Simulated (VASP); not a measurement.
SnS2:

```
CELL_PARAMETERS angstrom
3.66863 0.00000 0.00000
-1.83431 3.17712 0.00000
0.00000 0.00000 5.80963
ATOMIC_POSITIONS crystal
Sn 0.00000 0.00000 0.00000
S 0.33333 0.66667 0.25447
S 0.66667 0.33333 0.74553
```

| Quantity | Value |
| --- | --- |
| Program | VASP 6.6.1 |
| Task | relaxation of cell and atoms |
| Functional | LDA |
| Potentials or basis | VASP PAW LDA potentials, release 64 (Sn_d, S) |
| Cutoff | 500 eV |
| k mesh | 9 × 9 × 6 |
| Occupations | gaussian, width 0.02 eV |
| Spin | no spin polarisation |

At the start: pressure -2.5 GPa; volume 22.57 Å³/atom.

Question: Where does the relaxation end?

Answer: Over 18 steps the energy falls by 5.6 meV/atom and the volume is 21.69 Å³/atom (-3.9 %); space group P-3m1 (No. 164, to 0.1 Å) before and after.

Step by step:
```
step  energy change (eV)  largest force (eV/Å)  pressure (GPa)  volume (Å³)
   1              0.0000                0.2288           -2.46        67.72
   2             -0.0018                0.3710            2.42        64.37
   3             -0.0153                0.0684           -0.08        65.96
   4             -0.0153                0.0749           -0.03        65.92
   5             -0.0157                0.0494           -0.01        65.80
   6             -0.0159                0.0194            0.02        65.67
   7             -0.0161                0.0071           -0.06        65.64
   8             -0.0163                0.0192           -0.24        65.59
   9             -0.0164                0.0130           -0.19        65.53
  10             -0.0166                0.0057           -0.05        65.35
  11             -0.0166                0.0427            0.22        64.97
  12             -0.0167                0.0236            0.09        65.16
  13             -0.0167                0.0201            0.07        65.13
  14             -0.0168                0.0161            0.05        65.09
  15             -0.0168                0.0081            0.00        65.01
  16             -0.0168                0.0119            0.02        65.05
  17             -0.0168                0.0053           -0.01        65.07
  18             -0.0168                0.0027           -0.02        65.07
```

Final structure:
```cif
data_structure
_symmetry_space_group_name_H-M 'P 1'
_symmetry_Int_Tables_number 1
_cell_length_a 3.6322
_cell_length_b 3.6322
_cell_length_c 5.6955
_cell_angle_alpha 90.000
_cell_angle_beta 90.000
_cell_angle_gamma 120.000
_cell_volume 65.07
loop_
_atom_site_label
_atom_site_type_symbol
_atom_site_fract_x
_atom_site_fract_y
_atom_site_fract_z
_atom_site_occupancy
Sn1 Sn 0.00000 0.00000 0.00000 1
S1 S 0.33333 0.66667 0.25748 1
S2 S 0.66667 0.33333 0.74252 1
```
